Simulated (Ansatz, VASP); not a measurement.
## Two plane-wave programs on BN

```
CELL_PARAMETERS angstrom
2.50435 0.00000 0.00000
-1.25217 2.16883 0.00813
0.00000 0.02632 7.01910
ATOMIC_POSITIONS crystal
B 0.33333 0.66667 0.25000
B 0.66667 0.33333 0.75000
N 0.33333 0.66667 0.75000
N 0.66667 0.33333 0.25000
```

Change from the starting cell: strain +0.0075 x Voigt [0, 0, 0, 1, 0, 0], atoms carried along.

Alike in both runs: task single point; functional PBEsol; k mesh 12 × 12 × 4; occupations gaussian, width 0.05 eV; no spin polarisation.

|  | VASP | Ansatz |
| --- | --- | --- |
| version | VASP 6.6.1 | Ansatz 0.2.0 |
| potentials or method | VASP PAW PBE potentials, release 64 (B, N), cutoff 520 eV | scalar-relativistic, plane waves, PAW |
| valence electrons in the cell | 16 | 16 |

Ansatz gave:

```
gap on the k mesh at the Fermi level (eV)                     : 4.26
least direct gap on the mesh (eV)                             : 4.57
pressure (GPa)                                                : 0.0
traceless stress, the component that is largest in VASP (GPa) : 0.03
```

Problem. What did VASP give for the same quantities?

Solution. gap on the k mesh at the Fermi level (eV): 4.25; least direct gap on the mesh (eV): 4.57; pressure (GPa): 0.3; traceless stress, the component that is largest in VASP (GPa): -0.40.

VASP's potentials were made for PBE, not for PBEsol.
